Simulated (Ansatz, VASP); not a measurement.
**One calculation of CdF3, two programs**

Contents of INCAR:

```
PREC = Accurate
ENCUT = 520
EDIFF = 1E-6
ISMEAR = 0
SIGMA = 0.1
LREAL = False
LASPH = True
NELM = 100
ALGO = Normal
ISIF = 2
LWAVE = False
LCHARG = False
GGA = PE
NBANDS = 43
```

Contents of KPOINTS:

```
Automatic mesh
0
Gamma
  4 4 4
```

File POSCAR:

```
CdF3
1.0
    3.9435295300      0.0000000000      0.0000000000
    0.0000000000      6.5130785700      0.0000000000
    0.0000000000      0.0000000000      5.1726409300
Cd F
2 6
Direct
    0.5000000000      0.0000000000      0.0984599900
    0.0000000000      0.5000000000      0.9015400100
    0.7516611900      0.0000000000      0.3126189600
    0.2483388100      0.0000000000      0.3126189600
    0.2516611900      0.5000000000      0.6873810400
    0.7483388100      0.5000000000      0.6873810400
    0.5000000000      0.0000000000      0.5713785100
    0.0000000000      0.5000000000      0.4286214900
```

Input for Ansatz:

```yaml
crystal:
  lattice:
    - [3.94352953, 0.0, 0.0]
    - [0.0, 6.51307857, 0.0]
    - [0.0, 0.0, 5.17264093]
  atoms:
    - { symbol: Cd, position: [0.5, 0.0, 0.09845999] }
    - { symbol: Cd, position: [0.0, 0.5, 0.90154001] }
    - { symbol: F, position: [0.75166119, 0.0, 0.31261896] }
    - { symbol: F, position: [0.24833881, 0.0, 0.31261896] }
    - { symbol: F, position: [0.25166119, 0.5, 0.68738104] }
    - { symbol: F, position: [0.74833881, 0.5, 0.68738104] }
    - { symbol: F, position: [0.5, 0.0, 0.57137851] }
    - { symbol: F, position: [0.0, 0.5, 0.42862149] }
basis:
  ecutwfc: 420
kpoints:
  mp_grid: { grid: [4, 4, 4] }
hamiltonian:
  xc: pbe
scf:
  occupations: { method: gaussian, width: 0.1 }
  lower_state_search: "off"
output:
  forces: true
  stress: true
  eigenvalues: true
```

Alike in both runs: task single point; functional PBE; k mesh 4 × 4 × 4; occupations gaussian, width 0.1 eV; no spin polarisation.

|  | VASP | Ansatz |
| --- | --- | --- |
| version | VASP 6.6.1 | Ansatz 0.2.0 |
| potentials or method | VASP PAW PBE potentials, release 64 (Cd, F), cutoff 520 eV | scalar-relativistic, plane waves, PAW |
| valence electrons in the cell | 66 | 82 |

|  | VASP | Ansatz | Ansatz less VASP |
| --- | --- | --- | --- |
| gap on the k mesh at the Fermi level (eV) | none | none | - |
| rms of the force components (eV/Å) | 22.585 | 20.248 | -2.3365 |

Atom by atom the forces differ by 2.399 eV/Å (rms over components). A gap of «none» marks a metal or a gap that the smearing closes. VASP's potentials hold 66 valence electrons a cell and Ansatz's 82, so a difference there can come from the potentials and not from the codes.

The k mesh is coarse, so the values compare programs but aren't converged.
